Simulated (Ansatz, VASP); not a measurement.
## GaN: VASP beside Ansatz

File INCAR:

```
SYSTEM = GaN
  PREC = Accurate
  ENCUT = 520
  EDIFF = 1E-6
  ISMEAR = 0
  SIGMA = 0.05
  LREAL = .FALSE.
  LASPH = .TRUE.
  NELM = 100
  ALGO = Normal
  ISIF = 2
  LWAVE = .FALSE.
  LCHARG = .FALSE.
  GGA = PE
  NBANDS = 26
```

Contents of KPOINTS:

```
Automatic mesh
0
G
  12 12 6
  0 0 0
```

File POSCAR:

```
GaN
1.0
    3.3570213121      0.0000000000      0.0000000000
   -1.6785106561      2.9072657373      0.0000000000
    0.0000000000      0.0000000000      4.6355402067
Ga N
2 2
Direct
    0.3333333333      0.6666666667      0.0000000000
    0.6666666667      0.3333333333      0.5000000000
    0.3333333333      0.6666666667      0.3750000000
    0.6666666667      0.3333333333      0.8750000000
```

Input for Ansatz:

```yaml
crystal:
  lattice:
    - [3.3570213121, 0.0, 0.0]
    - [-1.6785106561, 2.9072657373, 0.0]
    - [0.0, 0.0, 4.6355402067]
  atoms:
    - { symbol: Ga, position: [0.3333333333, 0.6666666667, 0.0] }
    - { symbol: Ga, position: [0.6666666667, 0.3333333333, 0.5] }
    - { symbol: "N", position: [0.3333333333, 0.6666666667, 0.375] }
    - { symbol: "N", position: [0.6666666667, 0.3333333333, 0.875] }
basis:
  ecutwfc: 420
kpoints:
  mp_grid: { grid: [12, 12, 6] }
hamiltonian:
  xc: pbe
scf:
  occupations: { method: gaussian, width: 0.05 }
output:
  forces: true
  stress: true
  eigenvalues: true
```

Alike in both runs: task single point; functional PBE; k mesh 12 × 12 × 6; occupations gaussian, width 0.05 eV; no spin polarisation.

```csv
,VASP,Ansatz
version,VASP 6.6.1,Ansatz 0.2.0
potentials or method,"VASP PAW PBE potentials, release 64 (Ga_d, N), cutoff 520 eV","scalar-relativistic, plane waves, PAW"
valence electrons in the cell,36,36
```

Ansatz gave:

| Quantity | Value |
| --- | --- |
| gap on the k mesh at the Fermi level (eV) | 1.88 |
| least direct gap on the mesh (eV) | 1.88 |
| pressure (GPa) | 16.6 |
| traceless stress, the component that is largest in VASP (GPa) | 52.24 |
| rms of the force components (eV/Å) | 2.153 |

Problem. Which values does VASP return?

Solution. gap on the k mesh at the Fermi level (eV): 1.88; least direct gap on the mesh (eV): 1.88; pressure (GPa): 16.4; traceless stress, the component that is largest in VASP (GPa): 51.55; rms of the force components (eV/Å): 2.096.

Atom by atom the forces differ by 0.058 eV/Å (rms over components). The functional is the same, so the differences come from potentials, cutoffs and numerics.
